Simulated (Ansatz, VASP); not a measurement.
**Li4F: VASP beside Ansatz**

```xyz
5
Lattice="4.2671 0.0000 0.0000 0.0000 4.2671 0.0000 0.0000 0.0000 4.2671" Properties=species:S:1:pos:R:3 pbc="T T T"
Li    2.1335    2.1335    2.1335
Li    2.1335    0.0000    0.0000
Li    0.0000    2.1335    0.0000
Li    0.0000    0.0000    2.1335
F     0.0000    0.0000    0.0000
```

Alike in both runs: task relaxation of cell and atoms; functional PBE; k mesh 10 × 10 × 10; occupations gaussian, width 0.1 eV; no spin polarisation.

```csv
,VASP,Ansatz
version,VASP 6.6.1,Ansatz 0.2.0
potentials or method,"VASP PAW PBE potentials, release 64 (Li_sv, F), cutoff 600 eV","scalar-relativistic, plane waves, PAW"
valence electrons in the cell,19,19
```

|  | VASP | Ansatz | Ansatz less VASP |
| --- | --- | --- | --- |
| gap on the k mesh at the Fermi level, each at its own relaxed structure (eV) | none | none | - |
| relaxed volume (Å³/atom) | 15.42 | 15.56 | +0.143 |
| relaxed cell length with the largest relative difference (Å) | 4.256 | 4.269 | +0.0131 |

A gap of «none» marks a metal or a gap that the smearing closes.

Noted on VASP's run: the cutoff is short for stress, so the pressure is rough.
